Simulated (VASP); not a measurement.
# InSe (R3m) in VASP: further runs

InSe is run at these levels: PBE; tasks: single point.

Program: VASP 6.6.1. These are calculated values, not measurements. Logs are shortened: lines on timing, memory, paths and dates and some standing lists are left out, and cuts for length are marked.

### Step 1. The cell of the first run

The structure is trigonal, space group R3m (No. 160). Conventional cell: a = 4.021 Å, b = 4.021 Å, c = 25.232 Å, α = 90.00°, β = 90.00°, γ = 120.00°. Within 3.5 Å of In (site symmetry 3m) lie 3 Se at 2.64 Å and 1 In at 2.79 Å. Within 3.5 Å of In (site symmetry 3m) lie 3 Se at 2.64 Å and 1 In at 2.79 Å. Within 3.5 Å of Se (site symmetry 3m) lie 3 In at 2.64 Å. Within 3.5 Å of Se (site symmetry 3m) lie 3 In at 2.64 Å.

### Step 2. Single point, PBE

Input file INCAR:

```
SYSTEM = InSe
ALGO = Normal
EDIFF = 1E-6
ENCUT = 520
GGA = PE
ISIF = 2
ISMEAR = 0
LASPH = .TRUE.
LCHARG = .TRUE.
LELF = .TRUE.
LREAL = .FALSE.
LVHAR = .TRUE.
LWAVE = .FALSE.
NBANDS = 27
NELM = 60
PREC = Accurate
SIGMA = 0.01
```

Input file KPOINTS:

```
k-points
0
G
  6 6 6
  0 0 0
```

Input file POSCAR:

```
InSe
1.0
    2.0105578955      1.1607961422      8.4106660257
   -2.0105578955      1.1607961422      8.4106660257
    0.0000000000     -2.3215922844      8.4106660257
In Se
2 2
Direct
    0.0004771581      0.0004771581      0.0004771581
    0.1108703954      0.1108703954      0.1108703954
    0.6169580855      0.6169580855      0.6169580855
    0.8276943611      0.8276943611      0.8276943611
```

Potentials or basis: VASP PAW PBE potentials, release 64 (In_d, Se).

The run is started by

```bash
> cat potpaw_PBE.64/In_d/POTCAR potpaw_PBE.64/Se/POTCAR > POTCAR
> mpirun -np 1 vasp_std > vasp.out
```

OUTCAR:

```text
SYSTEM = InSe
   EDIFF = 1E-6
   ENCUT = 520
   GGA = PE
   ISIF = 2
   ISMEAR = 0
   LASPH = .TRUE.
   LREAL = .FALSE.
   NELM = 60
   PREC = Accurate

 ion  position               nearest neighbor table
   1  0.000  0.000  0.000-   3 2.64   3 2.64   3 2.64   2 2.79
   2  0.111  0.111  0.111-   4 2.64   4 2.64   4 2.64   1 2.79
   3  0.617  0.617  0.617-   1 2.64   1 2.64   1 2.64
   4  0.828  0.828  0.828-   2 2.64   2 2.64   2 2.64

  LATTYP: Found a trigonal (rhomboedric) cell.
 ALAT       =     8.7251987789
 COS(alpha) =     0.8938029378

  Lattice vectors:

 A1 = (   2.0105578955,   1.1607961422,   8.4106660257)
 A2 = (  -2.0105578955,   1.1607961422,   8.4106660257)
 A3 = (   0.0000000000,  -2.3215922844,   8.4106660257)

Analysis of symmetry for initial positions (statically):
=====================================================================
 Subroutine PRICEL returns:
 Original cell was already a primitive cell.

 Routine SETGRP: Setting up the symmetry group for a
 trigonal (rhombohedral) supercell.

 Subroutine GETGRP returns: Found  6 space group operations
 (whereof  6 operations were pure point group operations)
 out of a pool of 12 trial point group operations.

The static configuration has the point symmetry C_3v.

Analysis of symmetry for dynamics (positions and initial velocities):
=====================================================================
 Subroutine PRICEL returns:
 Original cell was already a primitive cell.

 Routine SETGRP: Setting up the symmetry group for a
 trigonal (rhombohedral) supercell.

 Subroutine GETGRP returns: Found  6 space group operations
 (whereof  6 operations were pure point group operations)
 out of a pool of 12 trial point group operations.

The dynamic configuration has the point symmetry C_3v.

 Subroutine INISYM returns: Found  6 space group operations
 (whereof  6 operations are pure point group operations),
 and found     1 'primitive' translations

----------------------------------------------------------------------------------------

                                     Primitive cell

  volume of cell :     117.7753

  direct lattice vectors                    reciprocal lattice vectors
     2.010557895  1.160796142  8.410666026     0.248687193  0.143579618  0.039632216
    -2.010557895  1.160796142  8.410666026    -0.248687193  0.143579618  0.039632216
     0.000000000 -2.321592284  8.410666026     0.000000000 -0.287159236  0.039632216

  length of vectors
     8.725198779  8.725198779  8.725198779     0.289881250  0.289881250  0.289881250

  position of ions in fractional coordinates (direct lattice)
     0.000477158  0.000477158  0.000477158
     0.110870395  0.110870395  0.110870395
     0.616958086  0.616958086  0.616958086
     0.827694361  0.827694361  0.827694361

  ion indices of the primitive-cell ions
   primitive index   ion index
                 1           1
                 2           2
                 3           3
                 4           4

----------------------------------------------------------------------------------------

 KPOINTS: k-points

Automatic generation of k-mesh.
 Grid dimensions read from file:
 generate k-points for:    6    6    6

 Generating k-lattice:

  Cartesian coordinates                     Fractional coordinates (reciprocal lattice)
     0.041447866  0.023929936  0.006605369     0.166666667 -0.000000000 -0.000000000
    -0.041447866  0.023929936  0.006605369    -0.000000000  0.166666667 -0.000000000
     0.000000000 -0.047859873  0.006605369    -0.000000000 -0.000000000  0.166666667

  Length of vectors
     0.048313542  0.048313542  0.048313542

  Shift w.r.t. Gamma in fractional coordinates (k-lattice)
     0.000000000  0.000000000  0.000000000

 Subroutine IBZKPT returns following result:
 ===========================================

 Found     32 irreducible k-points:

 Following reciprocal coordinates:
            Coordinates               Weight
  0.000000  0.000000  0.000000      1.000000
  0.166667  0.000000  0.000000      6.000000
  0.333333 -0.000000 -0.000000      6.000000
  0.500000  0.000000  0.000000      3.000000
  0.166667  0.166667  0.000000      6.000000
  0.333333  0.166667 -0.000000     12.000000
[... 16 lines left out ...]
  0.500000  0.500000  0.166667      6.000000
 -0.333333  0.500000  0.166667     12.000000
 [... further k-points ...]
   k-points           NKPTS =     32   k-points in BZ     NKDIM =     32   number of bands    NBANDS=     27
   number of dos      NEDOS =    301   number of ions     NIONS =      4
   total plane-waves  NPLWV = 343000
   dimension x,y,z NGX =    70 NGY =   70 NGZ =   70
   dimension x,y,z NGXF=   140 NGYF=  140 NGZF=  140
   ions per type =               2   2
   NGX,Y,Z   is equivalent  to a cutoff of  13.34, 13.34, 13.34 a.u.
   NGXF,Y,Z  is equivalent  to a cutoff of  26.67, 26.67, 26.67 a.u.
 SYSTEM =  InSe
   PREC   = accura    normal or accurate (medium, high low for compatibility)
   ISTART =      0    job   : 0-new  1-cont  2-samecut
   ICHARG =      2    charge: 1-file 2-atom 10-const
   ISPIN  =      1    spin polarized calculation?
   LNONCOLLINEAR =      F non collinear calculations
   LSORBIT =      F    spin-orbit coupling
   LASPH  =      T    aspherical Exc in radial PAW
   ENCUT  =  520.0 eV  38.22 Ry    6.18 a.u.  16.22 16.22 16.22*2*pi/ulx,y,z
   NELM   =     60;   NELMIN=  2; NELMDL= -5     # of ELM steps
   EDIFF  = 0.1E-05   stopping-criterion for ELM
   LREAL  =      F    real-space projection
   EDIFFG = 0.1E-04   stopping-criterion for IOM
   NSW    =      0    number of steps for IOM
   IBRION =     -1    ionic relax: 0-MD 1-quasi-New 2-CG
   NFREE  =      0    steps in history (QN), initial steepest desc. (CG)
   ISIF   =      2    stress and relaxation
   ISYM   =      2    0-nonsym 1-usesym 2-fastsym
   POTIM  = 0.5000    time-step for ionic-motion
   TEBEG  =    0.0;   TEEND  =   0.0 temperature during run
   PSTRESS=    0.0 pullay stress
   NELECT =      38.0000    total number of electrons
   NUPDOWN=      -1.0000    fix difference up-down
   EMIN   =  10.00;   EMAX   =-10.00  energy-range for DOS
   EFERMI =   0.00;   METHOD = LEGACY
   ISMEAR =     0;   SIGMA  =   0.01  broadening in eV -4-tet -1-fermi 0-gaus
   EFERMI_NEDOS =   21; number of points for ismear=-14 and -15
   IALGO  =     38    algorithm
   IMIX   =      4    mixing-type and parameters
     AMIX     =   0.40;   BMIX     =  1.00
     AMIX_MAG =   1.60;   BMIX_MAG =  1.00
  volume/ion in A,a.u.               =      29.44       198.70
  Fermi-wavevector in a.u.,A,eV,Ry     =   1.122840  2.121860 17.153820  1.260770
  Thomas-Fermi vector in A             =   2.259503
   LORBIT       =      0    0 simple, 1 ext, 2 COOP (PROOUT), +10 PAW based schemes
   GGA     = PE    functional components
   LHFCALC =     F    Hartree Fock is set to
   AEXX    =    0.0000 exact exchange contribution
   IVDW    =     0    specifies the selected vdW correction
   LEPSILON=     F    determine dielectric tensor
   LRPA    =     F    only Hartree local field effects (RPA)
 non-spin polarized calculation
 Gauss-broadening in eV      SIGMA  =   0.01
  energy-cutoff  :      520.00
  volume of cell :      117.78
 maximum number of plane-waves:      3199
 NGX is ok and might be reduce to    70
   NGX = 33   NGY = 33   NGZ = 33

 number of electron      38.0000001 magnetization

 Free energy of the ion-electron system (eV)
  ---------------------------------------------------
  ext. energy  EPLUGINS =         0.00000000
  ---------------------------------------------------
  free energy    TOTEN  =       -14.14982796 eV

  energy without entropy =      -14.14982796  energy(sigma->0) =      -14.14982796

 E-fermi :   4.1308     XC(G=0):  -8.8684

 val. band max:        4.0547396438   @ k =   0.5000   0.5000   0.5000
 cond. band min:       4.4406291385   @ k =   0.5000   0.5000   0.5000
 fundamental gap:      0.3858894947
 Fermi energy:         4.1308215843

 k-point     1 :       0.0000    0.0000    0.0000
  band No.  band energies     occupation
      1     -10.7746      2.00000
      2     -10.5844      2.00000
      3     -10.5844      2.00000
      4     -10.4998      2.00000
      5     -10.4998      2.00000
      6     -10.4887      2.00000
[... 19 lines left out ...]
     26       9.4953      0.00000
     27      11.4662      0.00000

 k-point     2 :       0.1667    0.0000    0.0000
  band No.  band energies     occupation
      1     -10.7805      2.00000
      2     -10.6686      2.00000
      3     -10.5984      2.00000
      4     -10.5809      2.00000
      5     -10.4958      2.00000
      6     -10.4812      2.00000
[... 19 lines left out ...]
     26      10.0558      0.00000
     27      10.8256      0.00000

 k-point     3 :       0.3333   -0.0000   -0.0000
  band No.  band energies     occupation
      1     -10.8569      2.00000
      2     -10.7386      2.00000
      3     -10.7130      2.00000
      4     -10.5799      2.00000
      5     -10.5098      2.00000
      6     -10.4443      2.00000
[... 19 lines left out ...]
     26      10.6518      0.00000
     27      11.3141      0.00000

 k-point     4 :       0.5000    0.0000    0.0000
  band No.  band energies     occupation
      1     -10.9049      2.00000
      2     -10.7942      2.00000
      3     -10.7109      2.00000
      4     -10.5812      2.00000
      5     -10.5166      2.00000
      6     -10.4262      2.00000
[... 19 lines left out ...]
     26      10.4693      0.00000
     27      11.0760      0.00000
[... 516 lines left out ...]
      4     -10.5921      2.00000
      5     -10.5035      2.00000
      6     -10.4378      2.00000
[... 19 lines left out ...]
     26      11.1513      0.00000
     27      11.6972      0.00000

 k-point    23 :       0.5000    0.5000    0.1667
  band No.  band energies     occupation
      1     -10.8490      2.00000
      2     -10.7491      2.00000
      3     -10.7108      2.00000
      4     -10.5803      2.00000
      5     -10.5097      2.00000
      6     -10.4441      2.00000
[... 19 lines left out ...]
     26      10.9949      0.00000
     27      11.3614      0.00000

 k-point    24 :      -0.3333    0.5000    0.1667
  band No.  band energies     occupation
      1     -10.8866      2.00000
      2     -10.7942      2.00000
      3     -10.7106      2.00000
      4     -10.5923      2.00000
      5     -10.5035      2.00000
      6     -10.4377      2.00000
[... 19 lines left out ...]
     26      11.1910      0.00000
     27      11.5994      0.00000

 [... further k-points ...]

------------------------ aborting loop because EDIFF is reached ----------------------------------------

  FORCE on cell =-STRESS in cart. coord.  units (eV):
  Direction    XX          YY          ZZ          XY          YZ          ZX
  --------------------------------------------------------------------------------------
  -------------------------------------------------------------------------------------
  Total        1.8694615      1.8694615      1.7572452      0.0000000      0.0000000      0.0000000
  in kB       25.4315564     25.4315564     23.9050018      0.0000000      0.0000000      0.0000000
  external PRESSURE =      24.9227049 kB  Pullay stress =       0.0000000 kB

 VOLUME and BASIS-vectors are now :
 -----------------------------------------------------------------------------
  energy-cutoff  :      520.00
  volume of cell :      117.78
      direct lattice vectors                 reciprocal lattice vectors
     2.010557895  1.160796142  8.410666026     0.248687193  0.143579618  0.039632216
    -2.010557895  1.160796142  8.410666026    -0.248687193  0.143579618  0.039632216
     0.000000000 -2.321592284  8.410666026     0.000000000 -0.287159236  0.039632216

 POSITION                                       TOTAL-FORCE (eV/Angst)
 -----------------------------------------------------------------------------------
      0.00000      0.00000      0.01204         0.000000      0.000000      0.127335
      0.00000      0.00000      2.79748         0.000000     -0.000000     -0.127459
      0.00000      0.00000     15.56709         0.000000      0.000000     -0.209256
      0.00000      0.00000     20.88438         0.000000      0.000000      0.209380
 -----------------------------------------------------------------------------------
    total drift:                                0.000000     -0.000000      0.000128

  FREE ENERGIE OF THE ION-ELECTRON SYSTEM (eV)
  ---------------------------------------------------
  free  energy   TOTEN  =       -14.1498279591 eV

  energy  without entropy=      -14.1498279591  energy(sigma->0) =      -14.14982796
```

It took 9.1 min on 1 thread of Intel Xeon Platinum 8375C at 2.90GHz (Ice Lake), shared host; peak memory 0.66 GiB.

What came out:

```
Free energy            : -14.1498 eV
Pressure               : 2.5 GPa
Largest force          : 0.209 eV/Å
Band gap on the k mesh : 0.39 eV
```

Forces in eV/Å, atoms in the order of the input:
```
In   0.000  0.000  0.127
In   0.000  0.000 -0.127
Se   0.000  0.000 -0.209
Se   0.000  0.000  0.209
```

Stress tensor (GPa, compression positive):
```
2.54 0.00 0.00
0.00 2.54 0.00
0.00 0.00 2.39
```

Caveat: spin-orbit coupling is left out, which moves the levels of the heavy elements.

### Step 3. Single point, PBE, non-collinear spin, zero start, spin-orbit coupling

Input file INCAR:

```
SYSTEM = InSe
PREC = Accurate ; ENCUT = 520
EDIFF = 1E-6 ; ISMEAR = -1
SIGMA = 0.02 ; LREAL = .FALSE.
LASPH = .TRUE. ; NELM = 150
ALGO = Normal ; ISIF = 2
LWAVE = .FALSE. ; LCHARG = .FALSE.
LNONCOLLINEAR = .TRUE. ; MAGMOM = 0 0 0 0 0 0 0 0 0 0 0 0
LORBIT = 11 ; LSORBIT = .TRUE.
GGA_COMPAT = .FALSE. ; LORBMOM = .TRUE.
GGA = PE ; NBANDS = 52
```

Input file KPOINTS:

```
regular mesh
0
G
  4 4 4
  0 0 0
```

POSCAR is that of step 2.

Potentials or basis: VASP PAW PBE potentials, release 64 (In_d, Se).

The run is started by

```bash
> cat potpaw_PBE.64/In_d/POTCAR potpaw_PBE.64/Se/POTCAR > POTCAR
> mpirun -np 1 vasp_ncl > vasp.out
```

Run time: 37 min. Hardware: 1 thread of Intel Xeon Platinum 8375C at 2.90GHz (Ice Lake), shared host; peak memory 1.9 GiB.

Results (log left out):

* Free energy: -14.1944 eV
* Pressure: 2.7 GPa
* Largest force: 0.218 eV/Å
* Net moment: 0.00 μB per cell
* Valence electrons inside the program's atomic spheres: In 11.41; Se 3.84

Forces on the atoms (eV/Å):
```
In   0.000  0.000  0.124
In   0.000  0.000 -0.122
Se   0.000  0.000 -0.218
Se   0.000  0.000  0.216
```

Stress tensor (GPa, compression positive):
```
2.86 0.00 0.00
0.00 2.86 0.00
0.00 0.00 2.29
```

Moments on the atoms (μB; x, y, z):
```
In  0.00 0.00 0.00
In  0.00 0.00 0.00
Se  0.00 0.00 0.00
Se  0.00 0.00 0.00
```

Caveat: the k points lie up to 0.46 Å⁻¹ apart.
